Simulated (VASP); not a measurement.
# ZnPt (P4/mmm) in VASP: notebook

Runs on ZnPt. Level: LDA. Tasks: single point.

All numbers are computed with VASP 6.6.1; they aren't measurements. Logs are shortened: lines on timing, memory, paths and dates and some standing lists are left out, and cuts for length are marked.

## 1. The cell of the first run

It takes space group P4/mmm (No. 123, tetragonal). Conventional cell: a = 2.864 Å, b = 2.864 Å, c = 3.510 Å, α = 90.00°, β = 90.00°, γ = 90.00°. Zn (site symmetry 4/mmm) has 8 Pt at 2.68 Å and 4 Zn at 2.86 Å within 3.5 Å. Within 3.5 Å of Pt (site symmetry 4/mmm) lie 8 Zn at 2.68 Å and 4 Pt at 2.86 Å.

## 2. Single point, LDA

Contents of INCAR:

```
PREC = Accurate
ENCUT = 520
EDIFF = 1E-7
ISMEAR = -1
SIGMA = 0.1
LREAL = F
LASPH = T
NELM = 100
ALGO = Normal
ISIF = 2
LWAVE = F
LCHARG = F
GGA = CA
NBANDS = 18
```

Contents of KPOINTS:

```
Automatic mesh
0
Gamma
  5 5 4
```

Contents of POSCAR:

```
ZnPt
1.0
    2.8640000000      0.0000000000      0.0000000000
    0.0000000000      2.8640000000      0.0000000000
    0.0000000000      0.0000000000      3.5100000000
Zn Pt
1 1
Direct
    0.5000000000      0.5000000000      0.5000000000
    0.0000000000      0.0000000000      0.0000000000
```

Potentials or basis: VASP PAW LDA potentials, release 64 (Zn, Pt).

The run is started by

```
$ cat potpaw_LDA.64/Zn/POTCAR potpaw_LDA.64/Pt/POTCAR > POTCAR
$ mpirun -np 1 vasp_std > vasp.out
```

OUTCAR:

```text
PREC = Accurate
   ENCUT = 520
   EDIFF = 1E-7
   ISMEAR = -1
   LREAL = F
   LASPH = T
   NELM = 100
   ISIF = 2
   GGA = CA

 ion  position               nearest neighbor table
   1  0.500  0.500  0.500-   2 2.68   2 2.68   2 2.68   2 2.68   2 2.68   2 2.68   2 2.68   2 2.68

   2  0.000  0.000  0.000-   1 2.68   1 2.68   1 2.68   1 2.68   1 2.68   1 2.68   1 2.68   1 2.68

  LATTYP: Found a simple tetragonal cell.
 ALAT       =     2.8640000000
 C/A-ratio  =     1.2255586592

  Lattice vectors:

 A1 = (   2.8640000000,   0.0000000000,   0.0000000000)
 A2 = (   0.0000000000,   2.8640000000,   0.0000000000)
 A3 = (   0.0000000000,   0.0000000000,   3.5100000000)

Analysis of symmetry for initial positions (statically):
=====================================================================
 Subroutine PRICEL returns:
 Original cell was already a primitive cell.

 Routine SETGRP: Setting up the symmetry group for a
 simple tetragonal supercell.

 Subroutine GETGRP returns: Found 16 space group operations
 (whereof 16 operations were pure point group operations)
 out of a pool of 16 trial point group operations.

The static configuration has the point symmetry D_4h.

Analysis of symmetry for dynamics (positions and initial velocities):
=====================================================================
 Subroutine PRICEL returns:
 Original cell was already a primitive cell.

 Routine SETGRP: Setting up the symmetry group for a
 simple tetragonal supercell.

 Subroutine GETGRP returns: Found 16 space group operations
 (whereof 16 operations were pure point group operations)
 out of a pool of 16 trial point group operations.

The dynamic configuration has the point symmetry D_4h.

 Subroutine INISYM returns: Found 16 space group operations
 (whereof 16 operations are pure point group operations),
 and found     1 'primitive' translations

----------------------------------------------------------------------------------------

                                     Primitive cell

  volume of cell :      28.7908

  direct lattice vectors                    reciprocal lattice vectors
     2.864000000  0.000000000  0.000000000     0.349162011  0.000000000  0.000000000
     0.000000000  2.864000000  0.000000000     0.000000000  0.349162011  0.000000000
     0.000000000  0.000000000  3.510000000     0.000000000  0.000000000  0.284900285

  length of vectors
     2.864000000  2.864000000  3.510000000     0.349162011  0.349162011  0.284900285

  position of ions in fractional coordinates (direct lattice)
     0.500000000  0.500000000  0.500000000
     0.000000000  0.000000000  0.000000000

  ion indices of the primitive-cell ions
   primitive index   ion index
                 1           1
                 2           2

----------------------------------------------------------------------------------------

 KPOINTS: Automatic mesh

Automatic generation of k-mesh.
 Grid dimensions read from file:
 generate k-points for:    5    5    4

 Generating k-lattice:

  Cartesian coordinates                     Fractional coordinates (reciprocal lattice)
     0.069832402  0.000000000  0.000000000     0.200000000  0.000000000  0.000000000
     0.000000000  0.069832402  0.000000000     0.000000000  0.200000000  0.000000000
     0.000000000  0.000000000  0.071225071     0.000000000  0.000000000  0.250000000

  Length of vectors
     0.069832402  0.069832402  0.071225071

  Shift w.r.t. Gamma in fractional coordinates (k-lattice)
     0.000000000  0.000000000  0.000000000

 Subroutine IBZKPT returns following result:
 ===========================================

 Found     18 irreducible k-points:

 Following reciprocal coordinates:
            Coordinates               Weight
  0.000000  0.000000  0.000000      1.000000
  0.200000  0.000000  0.000000      4.000000
  0.400000  0.000000  0.000000      4.000000
  0.200000  0.200000  0.000000      4.000000
  0.400000  0.200000  0.000000      8.000000
  0.400000  0.400000  0.000000      4.000000
[... 10 lines left out ...]
  0.400000  0.200000  0.500000      8.000000
  0.400000  0.400000  0.500000      4.000000
   k-points           NKPTS =     18   k-points in BZ     NKDIM =     18   number of bands    NBANDS=     18
   number of dos      NEDOS =    301   number of ions     NIONS =      2
   total plane-waves  NPLWV =  16128
   dimension x,y,z NGX =    24 NGY =   24 NGZ =   28
   dimension x,y,z NGXF=    48 NGYF=   48 NGZF=   56
   ions per type =               1   1
   NGX,Y,Z   is equivalent  to a cutoff of  13.93, 13.93, 13.26 a.u.
   NGXF,Y,Z  is equivalent  to a cutoff of  27.86, 27.86, 26.52 a.u.
 SYSTEM =  unknown system
   PREC   = accura    normal or accurate (medium, high low for compatibility)
   ISTART =      0    job   : 0-new  1-cont  2-samecut
   ICHARG =      2    charge: 1-file 2-atom 10-const
   ISPIN  =      1    spin polarized calculation?
   LNONCOLLINEAR =      F non collinear calculations
   LSORBIT =      F    spin-orbit coupling
   LASPH  =      T    aspherical Exc in radial PAW
   ENCUT  =  520.0 eV  38.22 Ry    6.18 a.u.   5.33  5.33  6.53*2*pi/ulx,y,z
   NELM   =    100;   NELMIN=  2; NELMDL= -5     # of ELM steps
   EDIFF  = 0.1E-06   stopping-criterion for ELM
   LREAL  =      F    real-space projection
   EDIFFG = 0.1E-05   stopping-criterion for IOM
   NSW    =      0    number of steps for IOM
   IBRION =     -1    ionic relax: 0-MD 1-quasi-New 2-CG
   NFREE  =      0    steps in history (QN), initial steepest desc. (CG)
   ISIF   =      2    stress and relaxation
   ISYM   =      2    0-nonsym 1-usesym 2-fastsym
   POTIM  = 0.5000    time-step for ionic-motion
   TEBEG  =    0.0;   TEEND  =   0.0 temperature during run
   PSTRESS=    0.0 pullay stress
   NELECT =      22.0000    total number of electrons
   NUPDOWN=      -1.0000    fix difference up-down
   EMIN   =  10.00;   EMAX   =-10.00  energy-range for DOS
   EFERMI =   0.00;   METHOD = LEGACY
   ISMEAR =    -1;   SIGMA  =   0.10  broadening in eV -4-tet -1-fermi 0-gaus
   EFERMI_NEDOS =   21; number of points for ismear=-14 and -15
   IALGO  =     38    algorithm
   IMIX   =      4    mixing-type and parameters
     AMIX     =   0.40;   BMIX     =  1.00
     AMIX_MAG =   1.60;   BMIX_MAG =  1.00
  volume/ion in A,a.u.               =      14.40        97.14
  Fermi-wavevector in a.u.,A,eV,Ry     =   1.496688  2.828331 30.478080  2.240076
  Thomas-Fermi vector in A             =   2.608673
   LORBIT       =      0    0 simple, 1 ext, 2 COOP (PROOUT), +10 PAW based schemes
   GGA     = CA    functional components
   LHFCALC =     F    Hartree Fock is set to
   AEXX    =    0.0000 exact exchange contribution
   IVDW    =     0    specifies the selected vdW correction
   LEPSILON=     F    determine dielectric tensor
   LRPA    =     F    only Hartree local field effects (RPA)
 non-spin polarized calculation
  energy-cutoff  :      520.00
  volume of cell :       28.79
 maximum number of plane-waves:       794
 NGX is ok and might be reduce to    24
   NGX = 11   NGY = 11   NGZ = 13

 number of electron      22.0000007 magnetization

 Free energy of the ion-electron system (eV)
  ---------------------------------------------------
  ext. energy  EPLUGINS =         0.00000000
  ---------------------------------------------------
  free energy    TOTEN  =       -10.47826252 eV

  energy without entropy =      -10.45797723  energy(sigma->0) =      -10.46811988

 E-fermi :   7.2354     XC(G=0): -13.0989

 val. band max:        6.8254313708   @ k =   0.0000   0.0000   0.2500
 cond. band min:       7.2831713841   @ k =   0.4000   0.2000   0.5000
 fundamental gap:      0.4577400133
 Fermi energy:         7.2354133909

 k-point     1 :       0.0000    0.0000    0.0000
  band No.  band energies     occupation
      1      -3.1708      2.00000
      2      -0.5948      2.00000
      3      -0.5612      2.00000
      4       0.1632      2.00000
      5       0.1632      2.00000
      6       0.3824      2.00000
[... 10 lines left out ...]
     17      22.7908      0.00000
     18      24.6730      0.00000

 k-point     2 :       0.2000    0.0000    0.0000
  band No.  band energies     occupation
      1      -2.3195      2.00000
      2      -0.4326      2.00000
      3      -0.3104      2.00000
      4       0.0929      2.00000
      5       0.2241      2.00000
      6       0.3128      2.00000
[... 10 lines left out ...]
     17      24.3014      0.00000
     18      26.2873      0.00000

 k-point     3 :       0.4000    0.0000    0.0000
  band No.  band energies     occupation
      1      -0.4181      2.00000
      2      -0.1053      2.00000
      3      -0.0099      2.00000
      4       0.2043      2.00000
      5       0.2262      2.00000
      6       0.3252      2.00000
[... 10 lines left out ...]
     17      20.4327      0.00000
     18      22.7334      0.00000

 k-point     4 :       0.2000    0.2000    0.0000
  band No.  band energies     occupation
      1      -1.5559      2.00000
      2      -0.2522      2.00000
      3      -0.1759      2.00000
      4      -0.0302      2.00000
      5       0.1946      2.00000
      6       0.2852      2.00000
[... 249 lines left out ...]
      4       0.0629      2.00000
      5       0.1221      2.00000
      6       1.0433      2.00000
[... 10 lines left out ...]
     17      23.9134      0.00000
     18      27.2057      0.00000

 k-point    17 :       0.4000    0.2000    0.5000
  band No.  band energies     occupation
      1      -0.4442      2.00000
      2      -0.2125      2.00000
      3      -0.0732      2.00000
      4       0.0260      2.00000
      5       0.3918      2.00000
      6       1.5194      2.00000
[... 10 lines left out ...]
     17      20.7640      0.00000
     18      23.9838      0.00000

 k-point    18 :       0.4000    0.4000    0.5000
  band No.  band energies     occupation
      1      -0.2450      2.00000
      2      -0.1680      2.00000
      3      -0.0895      2.00000
      4       0.4439      2.00000
      5       0.4609      2.00000
      6       1.8624      2.00000
[... 10 lines left out ...]
     17      16.7863      0.00000
     18      19.2229      0.00000

------------------------ aborting loop because EDIFF is reached ----------------------------------------

  FORCE on cell =-STRESS in cart. coord.  units (eV):
  Direction    XX          YY          ZZ          XY          YZ          ZX
  --------------------------------------------------------------------------------------
  -------------------------------------------------------------------------------------
  Total       -1.6517752     -1.6517752     -1.8591490      0.0000000      0.0000000      0.0000000
  in kB      -91.9196532    -91.9196532   -103.4597982      0.0000000      0.0000000      0.0000000
  external PRESSURE =     -95.7663682 kB  Pullay stress =       0.0000000 kB

 VOLUME and BASIS-vectors are now :
 -----------------------------------------------------------------------------
  energy-cutoff  :      520.00
  volume of cell :       28.79
      direct lattice vectors                 reciprocal lattice vectors
     2.864000000  0.000000000  0.000000000     0.349162011  0.000000000  0.000000000
     0.000000000  2.864000000  0.000000000     0.000000000  0.349162011  0.000000000
     0.000000000  0.000000000  3.510000000     0.000000000  0.000000000  0.284900285

 POSITION                                       TOTAL-FORCE (eV/Angst)
 -----------------------------------------------------------------------------------
      1.43200      1.43200      1.75500         0.000000      0.000000      0.000000
      0.00000      0.00000      0.00000         0.000000      0.000000      0.000000
 -----------------------------------------------------------------------------------
    total drift:                                0.000000      0.000000     -0.000000

  FREE ENERGIE OF THE ION-ELECTRON SYSTEM (eV)
  ---------------------------------------------------
  free  energy   TOTEN  =       -10.4782625241 eV

  energy  without entropy=      -10.4579772338  energy(sigma->0) =      -10.46811988
```

It took 13 s on 1 thread of AMD EPYC 7R13, shared host; peak memory 0.11 GiB.

Results:

```yaml
Free_energy: -10.4783 eV
Pressure: -9.6 GPa
Band_gap_on_the_k_mesh: zero (band 11 reaches 9.46 eV, above the bottom of band 12 at 5.85 eV)
```

Caveat: the k points lie up to 0.45 Å⁻¹ apart; spin-orbit coupling is left out, which moves the levels of the heavy elements.

## 3. Single point, LDA

Contents of INCAR:

```
ALGO = Normal
EDIFF = 1E-7
ENCUT = 520
ISIF = 2
ISMEAR = -1
LASPH = T
LCHARG = T
LELF = T
LREAL = F
LVHAR = T
LWAVE = F
NBANDS = 18
NELM = 80
PREC = Accurate
SIGMA = 0.1
```

Contents of KPOINTS:

```
k-points
0
Gamma
  6 6 5
```

POSCAR is that of step 2.

Potentials or basis: VASP PAW LDA potentials, release 64 (Zn, Pt).

The run is started by

```
$ cat potpaw_LDA.64/Zn/POTCAR potpaw_LDA.64/Pt/POTCAR > POTCAR
$ mpirun -np 1 vasp_std > vasp.out
```

Run time: 20 s. Hardware: 1 thread of AMD EPYC 7R13, shared host; peak memory 0.11 GiB.

It converged, with:

* Free energy: -10.4989 eV
* Pressure: -10.0 GPa
* Band gap on the k mesh: zero (band 11 reaches 10.02 eV, above the bottom of band 12 at 6.12 eV)

Stress tensor (GPa, compression positive):
```
-11.28   0.00   0.00
  0.00 -11.28   0.00
  0.00   0.00  -7.51
```

Levels at points of the mesh, in eV from the Fermi level:
| k point | band 7 | band 8 | band 9 | band 10 | band 11 | band 12 | band 13 | band 14 | band 15 | band 16 |
| --- | --- | --- | --- | --- | --- | --- | --- | --- | --- | --- |
| (0.00, 0.00, 0.00) | -4.73 | -4.06 | -1.60 | -1.60 | -1.06 | 2.33 | 8.23 | 8.23 | 8.74 | 15.14 |
| (0.50, 0.00, 0.00) | -4.34 | -4.33 | -4.27 | -2.76 | -1.70 | 1.03 | 9.01 | 9.66 | 11.25 | 12.31 |
| (0.50, 0.50, 0.00) | -2.66 | -2.66 | -2.66 | -0.47 | -0.47 | 0.02 | 4.97 | 5.36 | 8.89 | 11.73 |

Caveat: the k points lie up to 0.37 Å⁻¹ apart; spin-orbit coupling is left out, which moves the levels of the heavy elements.

(Part 1 of 2 ends here.)
